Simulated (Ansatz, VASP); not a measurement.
**KMgF3: VASP beside Ansatz**

```
CELL_PARAMETERS angstrom
3.97911 0.00000 0.00000
0.00000 3.97911 0.00000
0.00000 0.00000 3.97911
ATOMIC_POSITIONS crystal
K 0.50000 0.50000 0.50000
Mg 0.00000 0.00000 0.00000
F 0.50000 0.00000 0.00000
F 0.00000 0.50000 0.00000
F 0.00000 0.00000 0.50000
```

Alike in both runs: task single point; functional HSE06; k mesh 4 × 4 × 4; no spin polarisation.

|  | VASP | Ansatz |
| --- | --- | --- |
| version | VASP 6.6.1 | Ansatz 0.2.0 |
| potentials or method | VASP PAW PBE potentials, release 64 (K_sv, Mg, F), cutoff 520 eV | scalar-relativistic, plane waves, PAW |
| occupations | gaussian, width 0.01 eV | fixed |
| valence electrons in the cell | 32 | 40 |

|  | VASP | Ansatz | Ansatz less VASP |
| --- | --- | --- | --- |
| gap on the k mesh at the Fermi level (eV) | 9.57 | 9.62 | +0.042 |
| least direct gap on the mesh (eV) | 9.88 | 9.92 | +0.041 |
| pressure (GPa) | 1.4 | 1.5 | +0.12 |

VASP's potentials hold 32 valence electrons a cell and Ansatz's 40, so a difference there can come from the potentials and not from the codes. Ansatz's warnings: stress exchange threshold loose, stress scf threshold loose.
